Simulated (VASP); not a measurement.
# TiN (Fm-3m) in VASP: notebook

The runs below take TiN through single point, with PBEsol.

Program: VASP 6.6.1. These are calculated values, not measurements. Logs are shortened: lines on timing, memory, paths and dates and some standing lists are left out, and cuts for length are marked.

### 1 The cell of the first run

The structure is cubic, space group Fm-3m (No. 225). Conventional cell: a = 4.259 Å, b = 4.259 Å, c = 4.259 Å, α = 90.00°, β = 90.00°, γ = 90.00°. Ti (site symmetry m-3m) has 6 N at 2.13 Å within 2.8 Å. N (site symmetry m-3m) has 6 Ti at 2.13 Å within 2.8 Å.

### 2 Single point, PBEsol, collinear spin, ferromagnetic start

The input, INCAR:

```
SYSTEM = TiN
PREC     = Accurate       ! precision mode
ENCUT    = 520            ! plane-wave cutoff, eV
EDIFF    = 1E-7           ! SCF threshold, eV
ISMEAR   = 0              ! smearing method
SIGMA    = 0.15           ! smearing width, eV
LREAL    = .False.        ! projectors in reciprocal space
LASPH    = .True.         ! aspherical terms in the spheres
NELM     = 150            ! most SCF steps
ALGO     = Normal         ! electronic algorithm
ISIF     = 2              ! what is computed and relaxed
LWAVE    = .False.        ! write WAVECAR
LCHARG   = .False.        ! write CHGCAR
ISPIN    = 2              ! spin polarisation
MAGMOM   = 0.25 0         ! initial moments
LORBIT   = 11             ! projections on sites
NUPDOWN  = 0.25           ! fixed moment
LMAXMIX  = 4              ! l up to which the mixer works
GGA      = PS             ! functional
NBANDS   = 20             ! bands
```

The input, KPOINTS:

```
Automatic mesh
0
Gamma
  20 20 20
  0 0 0
```

The input, POSCAR:

```
TiN
1.0
    0.0000000000      2.1295887000      2.1295887000
    2.1295887000      0.0000000000      2.1295887000
    2.1295887000      2.1295887000      0.0000000000
Ti N
1 1
Direct
    0.0000000000      0.0000000000      0.0000000000
    0.5000000000      0.5000000000      0.5000000000
```

Potentials or basis: VASP PAW PBE potentials, release 64 (Ti_sv, N).

Started as:

```console
$ cat potpaw_PBE.64/Ti_sv/POTCAR potpaw_PBE.64/N/POTCAR > POTCAR
$ mpirun -np 1 vasp_std > vasp.out
```

OUTCAR:

```text
SYSTEM = TiN
   PREC = Accurate
   ENCUT = 520
   EDIFF = 1E-7
   ISMEAR = 0
   LREAL = .False.
   LASPH = .True.
   NELM = 150
   ISIF = 2
   ISPIN = 2
   LORBIT = 11
   NUPDOWN = 0.25
   GGA = PS

 ion  position               nearest neighbor table
   1  0.000  0.000  0.000-   2 2.13   2 2.13   2 2.13   2 2.13   2 2.13   2 2.13
   2  0.500  0.500  0.500-   1 2.13   1 2.13   1 2.13   1 2.13   1 2.13   1 2.13

  LATTYP: Found a face centered cubic cell.
 ALAT       =     4.2591774000

  Lattice vectors:

 A1 = (   0.0000000000,   2.1295887000,   2.1295887000)
 A2 = (   2.1295887000,   0.0000000000,   2.1295887000)
 A3 = (   2.1295887000,   2.1295887000,   0.0000000000)

Analysis of symmetry for initial positions (statically):
=====================================================================
 Subroutine PRICEL returns:
 Original cell was already a primitive cell.

 Routine SETGRP: Setting up the symmetry group for a
 face centered cubic supercell.

 Subroutine GETGRP returns: Found 48 space group operations
 (whereof 48 operations were pure point group operations)
 out of a pool of 48 trial point group operations.

The static configuration has the point symmetry O_h .

Analysis of symmetry for dynamics (positions and initial velocities):
=====================================================================
 Subroutine PRICEL returns:
 Original cell was already a primitive cell.

 Routine SETGRP: Setting up the symmetry group for a
 face centered cubic supercell.

 Subroutine GETGRP returns: Found 48 space group operations
 (whereof 48 operations were pure point group operations)
 out of a pool of 48 trial point group operations.

The dynamic configuration has the point symmetry O_h .

Analysis of structural, dynamic, and magnetic symmetry:
=====================================================================
 Subroutine PRICEL returns:
 Original cell was already a primitive cell.

 Routine SETGRP: Setting up the symmetry group for a
 face centered cubic supercell.

 Subroutine GETGRP returns: Found 48 space group operations
 (whereof 48 operations were pure point group operations)
 out of a pool of 48 trial point group operations.

The overall configuration has the point symmetry O_h .

 Subroutine INISYM returns: Found 48 space group operations
 (whereof 48 operations are pure point group operations),
 and found     1 'primitive' translations

----------------------------------------------------------------------------------------

[... 109 lines left out ...]
   IALGO  =     38    algorithm
   IMIX   =      4    mixing-type and parameters
     AMIX     =   0.40;   BMIX     =  1.00
     AMIX_MAG =   1.60;   BMIX_MAG =  1.00
  volume/ion in A,a.u.               =       9.66        65.18
  Fermi-wavevector in a.u.,A,eV,Ry     =   1.568864  2.964724 33.488502  2.461335
  Thomas-Fermi vector in A             =   2.670832
   LORBIT       =     11    0 simple, 1 ext, 2 COOP (PROOUT), +10 PAW based schemes
   GGA     = PS    functional components
   LHFCALC =     F    Hartree Fock is set to
   AEXX    =    0.0000 exact exchange contribution
   IVDW    =     0    specifies the selected vdW correction
   LEPSILON=     F    determine dielectric tensor
   LRPA    =     F    only Hartree local field effects (RPA)
 spin polarized calculation
 Gauss-broadening in eV      SIGMA  =   0.15
  energy-cutoff  :      520.00
  volume of cell :       19.32
 maximum number of plane-waves:       534
   NGX = 11   NGY = 11   NGZ = 11

 number of electron      17.0000003 magnetization       0.2500000

 Free energy of the ion-electron system (eV)
  ---------------------------------------------------
  ext. energy  EPLUGINS =         0.00000000
  ---------------------------------------------------
  free energy    TOTEN  =       -20.73690426 eV

  energy without entropy =      -20.72672523  energy(sigma->0) =      -20.73181475

 E-fermi :  10.9227     XC(G=0): -13.1524

 val. band max:       11.2952444080   @ k =  -0.4500   0.2500   0.0500
 cond. band min:      10.9299438833   @ k =   0.2500   0.1000   0.0500
 fundamental gap:     -0.3653005247
 Fermi energy:        11.3205782970

 spin component 1

 k-point     1 :       0.0000    0.0000    0.0000
  band No.  band energies     occupation
      1     -46.5656      1.00000
      2     -22.6548      1.00000
      3     -22.6548      1.00000
      4     -22.6548      1.00000
      5      -5.8469      1.00000
      6       9.1264      1.00000
[... 541 lines left out ...]
     19      34.4084      0.00000
     20      36.2395      0.00000

 [... further k-points ...]

 spin component 2

 k-point     1 :       0.0000    0.0000    0.0000
  band No.  band energies     occupation
      1     -46.3794      1.00000
      2     -22.4677      1.00000
      3     -22.4677      1.00000
      4     -22.4677      1.00000
      5      -5.7909      1.00000
      6       9.1613      1.00000
[... 541 lines left out ...]
     19      34.5255      0.00000
     20      36.3559      0.00000

 [... further k-points ...]
[... 5 lines left out ...]
  --------------------------------------------------------------------------------------
  -------------------------------------------------------------------------------------
  Total       -1.1870242     -1.1870242     -1.1870242      0.0000000     -0.0000000      0.0000000
  in kB      -98.4584417    -98.4584417    -98.4584417      0.0000000     -0.0000000      0.0000000
  external PRESSURE =     -98.4584417 kB  Pullay stress =       0.0000000 kB

 VOLUME and BASIS-vectors are now :
 -----------------------------------------------------------------------------
  energy-cutoff  :      520.00
  volume of cell :       19.32
      direct lattice vectors                 reciprocal lattice vectors
     0.000000000  2.129588700  2.129588700    -0.234787121  0.234787121  0.234787121
     2.129588700  0.000000000  2.129588700     0.234787121 -0.234787121  0.234787121
     2.129588700  2.129588700  0.000000000     0.234787121  0.234787121 -0.234787121

 POSITION                                       TOTAL-FORCE (eV/Angst)
 -----------------------------------------------------------------------------------
      0.00000      0.00000      0.00000         0.000000      0.000000      0.000000
      2.12959      2.12959      2.12959        -0.000000     -0.000000     -0.000000
 -----------------------------------------------------------------------------------
    total drift:                                0.000000     -0.000000     -0.000000

  FREE ENERGIE OF THE ION-ELECTRON SYSTEM (eV)
  ---------------------------------------------------
  free  energy   TOTEN  =       -20.7369042605 eV

  energy  without entropy=      -20.7267252325  energy(sigma->0) =      -20.73181475

 total charge

# of ion       s       p       d       tot
------------------------------------------
    1        2.182   6.225   1.965  10.372
    2        1.238   2.485   0.000   3.723
--------------------------------------------------
tot          3.420   8.710   1.965  14.095

 magnetization (x)

# of ion       s       p       d       tot
------------------------------------------
    1        0.002   0.001   0.190   0.193
    2       -0.000   0.012   0.000   0.011
--------------------------------------------------
tot          0.002   0.013   0.190   0.204
```

It took 4.1 min on 1 thread of Intel Xeon 8259CL, shared host; peak memory 0.27 GiB.

Results:

* Free energy: -20.7369 eV
* Pressure: -9.8 GPa
* Net moment: 0.25 μB per cell
* Site moments: Ti +0.19; N +0.01 μB
* Valence electrons inside the program's atomic spheres: Ti 10.37; N 3.72

Caveat: the PAW data sets were made with another functional, which shifts forces and pressure a little; the total moment is fixed, so each spin has its own Fermi level.

### 3 Single point, PBEsol, collinear spin, ferromagnetic start

This run uses another cell than the first one, of 8.92 Å³/atom, 0.923 times its volume.

The input, INCAR:

```
SYSTEM = TiN
PREC = Accurate ; ENCUT = 520
EDIFF = 1E-6 ; ISMEAR = 0
SIGMA = 0.15 ; LREAL = .FALSE.
LASPH = .TRUE. ; NELM = 150
ALGO = Normal ; ISIF = 2
LWAVE = .FALSE. ; LCHARG = .TRUE.
ISPIN = 2 ; MAGMOM = 0.375 0
LORBIT = 11 ; NUPDOWN = 0.375
LMAXMIX = 4 ; GGA = PS
LELF = .TRUE. ; LVHAR = .TRUE.
NBANDS = 20
```

The input, KPOINTS:

```
Automatic mesh
0
G
  20 20 20
  0 0 0
```

The input, POSCAR:

```
TiN
1.0
    0.0000000000      2.0735146868      2.0735146868
    2.0735146868      0.0000000000      2.0735146868
    2.0735146868      2.0735146868      0.0000000000
Ti N
1 1
Direct
    0.0000000000      0.0000000000      0.0000000000
    0.5000000000      0.5000000000      0.5000000000
```

Potentials or basis: VASP PAW PBE potentials, release 64 (Ti_sv, N).

Started as:

```console
$ cat potpaw_PBE.64/Ti_sv/POTCAR potpaw_PBE.64/N/POTCAR > POTCAR
$ mpirun -np 1 vasp_std > vasp.out
```

It took 2.1 min on 1 thread of Intel Xeon Platinum 8375C at 2.90GHz (Ice Lake), shared host; peak memory 0.26 GiB.

It converged, with:

```
Free energy                                           : -20.6849 eV
Pressure                                              : 15.1 GPa
Net moment                                            : 0.38 μB per cell
Site moments                                          : Ti +0.28; N +0.02 μB
Valence electrons inside the program's atomic spheres : Ti 10.54; N 3.78
```

Caveat: the PAW data sets were made with another functional, which shifts forces and pressure a little; the total moment is fixed, so each spin has its own Fermi level.

### 4 Single point, PBEsol, collinear spin, ferromagnetic start

This run uses another cell than the first one, of 8.92 Å³/atom, 0.923 times its volume.

The input, INCAR:

```
ALGO = Normal
EDIFF = 1E-7
ENCUT = 520
GGA = PS
ISIF = 2
ISMEAR = 0
ISPIN = 2
LASPH = True
LCHARG = True
LELF = True
LMAXMIX = 4
LORBIT = 11
LREAL = False
LVHAR = True
LWAVE = False
MAGMOM = 0.125 0
NBANDS = 20
NELM = 150
NUPDOWN = 0.125
PREC = Accurate
SIGMA = 0.15
```

The input, KPOINTS:

```
k-points
0
Gamma
  20 20 20
```

POSCAR is that of step 3.

Started as:

```console
$ cat potpaw_PBE.64/Ti_sv/POTCAR potpaw_PBE.64/N/POTCAR > POTCAR
$ mpirun -np 1 vasp_std > vasp.out
```

It took 2 min on 1 thread of Intel Xeon Platinum 8375C at 2.90GHz (Ice Lake), shared host; peak memory 0.26 GiB.

It converged, with:

```
Free energy                                           : -20.7443 eV
Pressure                                              : 14.0 GPa
Net moment                                            : 0.12 μB per cell
Site moments                                          : Ti +0.10; N +0.01 μB
Valence electrons inside the program's atomic spheres : Ti 10.54; N 3.78
```

Caveat: the PAW data sets were made with another functional, which shifts forces and pressure a little; the total moment is fixed, so each spin has its own Fermi level.

### 5 Single point, PBEsol, collinear spin, ferromagnetic start

This run uses another cell than the first one, of 8.92 Å³/atom, 0.923 times its volume.

The input, INCAR:

```
PREC = Accurate ; ENCUT = 520
EDIFF = 1E-6 ; ISMEAR = 0
SIGMA = 0.15 ; LREAL = F
LASPH = T ; NELM = 150
ALGO = Normal ; ISIF = 2
LWAVE = F ; LCHARG = T
ISPIN = 2 ; MAGMOM = 0.875 0
LORBIT = 11 ; NUPDOWN = 0.875
LMAXMIX = 4 ; GGA = PS
LELF = T ; LVHAR = T
NBANDS = 20
```

The input, KPOINTS:

```
regular mesh
0
Gamma
  20 20 20
```

POSCAR is that of step 4.

Started as:

```console
$ cat potpaw_PBE.64/Ti_sv/POTCAR potpaw_PBE.64/N/POTCAR > POTCAR
$ mpirun -np 1 vasp_std > vasp.out
```

It took 2 min on 1 thread of Intel Xeon Platinum 8375C at 2.90GHz (Ice Lake), shared host; peak memory 0.26 GiB.

Results (log left out):

```
Free energy                                           : -20.3449 eV
Pressure                                              : 20.7 GPa
Net moment                                            : 0.88 μB per cell
Site moments                                          : Ti +0.65; N +0.06 μB
Valence electrons inside the program's atomic spheres : Ti 10.55; N 3.79
```

Caveat: the PAW data sets were made with another functional, which shifts forces and pressure a little; the total moment is fixed, so each spin has its own Fermi level.

(Part 1 of 2 ends here.)
